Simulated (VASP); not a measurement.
Hf16O31 (a cell with a defect): single point with PBE

Hf16O31 (a cell with a defect):

```
CELL_PARAMETERS angstrom
3.55802 -3.55802 -5.17186
3.55802 -3.55802 5.17186
-7.11604 -7.11604 0.00000
ATOMIC_POSITIONS crystal
Hf 0.73356 0.24881 0.75626
Hf 0.25327 0.74844 0.74989
Hf 0.50012 0.00101 0.50108
Hf 0.99876 0.49508 0.49912
Hf 0.25410 0.75034 0.25011
Hf 0.74832 0.24911 0.24814
Hf 0.00073 0.49593 0.99927
Hf 0.50059 0.01549 0.99301
Hf 0.99999 0.99817 0.00034
Hf 0.49943 0.50541 0.00216
Hf 0.75106 0.74937 0.74891
Hf 0.24384 0.24983 0.74694
Hf 0.50100 0.50151 0.50060
Hf 0.99983 0.99675 0.49853
Hf 0.24781 0.24818 0.24859
Hf 0.75246 0.74943 0.25074
O 0.02377 0.72569 0.87468
O 0.27499 0.97558 0.62698
O 0.77502 0.47484 0.62455
O 0.02500 0.72417 0.37462
O 0.52360 0.22547 0.37444
O 0.77363 0.47417 0.12225
O 0.27434 0.97408 0.12472
O 0.71570 0.51856 0.87029
O 0.23095 0.03387 0.87908
O 0.47856 0.27744 0.63156
O 0.97575 0.77494 0.62541
O 0.22656 0.02357 0.37503
O 0.72563 0.52260 0.37419
O 0.97423 0.77347 0.12387
O 0.47161 0.27050 0.11729
O 0.97346 0.27743 0.86783
O 0.47176 0.77567 0.88138
O 0.72515 0.02472 0.62582
O 0.22549 0.52648 0.62440
O 0.47404 0.77196 0.38271
O 0.97735 0.27521 0.36649
O 0.22276 0.52375 0.12469
O 0.72454 0.02399 0.12351
O 0.76833 0.98081 0.87470
O 0.27997 0.46920 0.87458
O 0.52267 0.72400 0.63025
O 0.03120 0.22798 0.61310
O 0.27684 0.47252 0.37450
O 0.77305 0.97623 0.37464
O 0.02518 0.22652 0.11901
O 0.52125 0.71796 0.13614
```

```json
{
  "Program": "VASP 6.6.1",
  "Task": "single point",
  "Functional": "PBE",
  "Potentials or basis": "VASP PAW PBE potentials, release 64 (Hf_pv, O)",
  "Cutoff": "520 eV",
  "k mesh": "2 × 2 × 1",
  "Occupations": "gaussian, width 0.05 eV",
  "Spin": "collinear spin",
  "Dipole correction": "no",
  "Further INCAR settings": "LREAL = Auto; ALGO = Normal; EDIFF = 1e-06; NBANDS = 206"
}
```

The pressure is 4.5 GPa and the largest force is 0.161 eV/Å. The band gap on the k mesh is 1.72 eV, the net moment is 0.00 μB per cell and the valence electrons inside the program's atomic spheres are Hf 8.28, 8.37, 8.38, 8.36, 8.44, 8.35, 8.40 (each value once); O 5.11, 5.12, 5.13 (each value once).

Forces in eV/Å, atoms in the order of the input:
```
Hf   0.141  0.008 -0.076
Hf   0.002  0.011 -0.009
Hf   0.010  0.013 -0.013
Hf  -0.004  0.002 -0.013
Hf   0.009  0.005 -0.015
Hf  -0.003 -0.007 -0.014
Hf  -0.006 -0.019 -0.007
Hf  -0.142 -0.010 -0.050
Hf  -0.018 -0.008 -0.007
Hf  -0.019 -0.061  0.089
Hf   0.015  0.003 -0.001
Hf   0.001  0.053  0.084
Hf   0.013  0.000  0.012
Hf   0.014  0.002  0.001
Hf  -0.004  0.006  0.007
Hf  -0.006  0.006  0.001
O    0.006  0.003 -0.034
O   -0.003 -0.010 -0.046
O    0.005  0.004 -0.026
O   -0.004 -0.002 -0.028
O   -0.002 -0.004 -0.037
O   -0.001  0.011 -0.047
O   -0.001 -0.001 -0.029
O   -0.035  0.028  0.031
O    0.037 -0.014  0.031
O   -0.036 -0.033  0.018
O   -0.005 -0.003  0.047
O   -0.005  0.001  0.036
O    0.000 -0.006  0.034
O    0.003  0.003  0.042
O    0.036  0.024  0.018
O    0.002  0.001  0.033
O   -0.002  0.007  0.037
O   -0.007 -0.004  0.034
O    0.000 -0.003  0.033
O   -0.013 -0.006  0.038
O    0.006  0.000  0.038
O    0.003 -0.001  0.031
O    0.003 -0.003  0.036
O    0.004  0.003  0.016
O    0.005  0.004 -0.068
O   -0.006 -0.005 -0.042
O    0.027  0.018 -0.033
O   -0.007 -0.003 -0.035
O   -0.003 -0.002 -0.032
O    0.009  0.003 -0.047
O   -0.021 -0.015 -0.039
```

Stress tensor (GPa, compression positive):
```
4.80 0.08 0.00
0.08 5.09 0.00
0.00 0.00 3.46
```

Levels at points of the mesh, in eV from the valence-band top:
Spin up:
| k point | band 171 | band 172 | band 173 | band 174 | band 175 | band 176 |
| --- | --- | --- | --- | --- | --- | --- |
| (0.00, 0.00, 0.00) | -2.79 | -2.76 | -0.09 | 1.74 | 1.93 | 2.07 |
| (0.50, 0.00, 0.00) | -2.86 | -2.80 | 0.00 | 1.72 | 2.20 | 2.45 |
| (0.00, 0.50, 0.00) | -2.86 | -2.80 | 0.00 | 1.72 | 2.20 | 2.45 |
| (0.50, 0.50, 0.00) | -2.71 | -2.67 | -0.06 | 1.72 | 2.34 | 2.40 |
Spin down:
```csv
k point,band 169,band 170,band 171,band 172,band 173,band 174,band 175,band 176,band 177,band 178
"(0.00, 0.00, 0.00)",-2.83,-2.82,-2.79,-2.76,-0.09,1.74,1.93,2.07,2.38,2.47
"(0.50, 0.00, 0.00)",-2.96,-2.93,-2.86,-2.80,0.00,1.72,2.20,2.45,2.50,2.54
"(0.00, 0.50, 0.00)",-2.96,-2.93,-2.86,-2.80,0.00,1.72,2.20,2.45,2.50,2.53
"(0.50, 0.50, 0.00)",-2.78,-2.73,-2.71,-2.67,-0.06,1.72,2.34,2.40,2.42,2.48
```

It took 6.4 min on 4 MPI ranks on Intel(R) Xeon(R) Platinum 8488C (Sapphire Rapids), on a shared host, peak memory 0.35 GiB a rank.

Caveat: the k points lie up to 0.62 Å⁻¹ apart; spin-orbit coupling is left out, which moves the levels of the heavy elements.
